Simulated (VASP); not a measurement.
Runs of VASP 6.6.1 on AgI. The structure is that of space group F-43m (No. 216), or close to it. The cells are those of the table. 

| cell | gap on the mesh (eV) | pressure (GPa) |
| --- | --- | --- |
| a = 4.493 Å, angles 60.0°, 2 atoms | 1.34 | (a) |
| a = 4.781 Å, angles 60.0°, 2 atoms | 1.35 | -1.4 |
| a = 4.577 Å, angles 60.0°, 2 atoms | 1.34 | 2.2 |
| a = 4.593 Å, angles 60.0°, 2 atoms | 1.34 | 1.8 |
| a = 4.544 Å, angles 60.0°, 2 atoms | 1.34 | (b) |
| a = 4.840 Å, angles 60.0°, 2 atoms | 1.36 | -2.0 |
| a = 4.689 Å, angles 60.0°, 2 atoms | 1.35 | -0.1 |
| a = 4.735 Å, angles 60.0°, 2 atoms | 1.35 | -0.8 |

Alike in all rows: task single point; level PBE; potentials or basis VASP PAW PBE potentials, release 64 (Ag, I); no spin polarisation; k mesh 8 × 8 × 8; cutoff (eV) 500; smearing gaussian 0.02 eV.

Task: Estimate the missing entries.

Result: (a) 4.5; (b) 3.0.

Caveats: spin-orbit coupling is left out, which moves the levels of the heavy elements; the cell stands under pressure (at least some runs).

A k mesh can miss the band edges, and the runs leave out spin-orbit coupling on Ag, I.
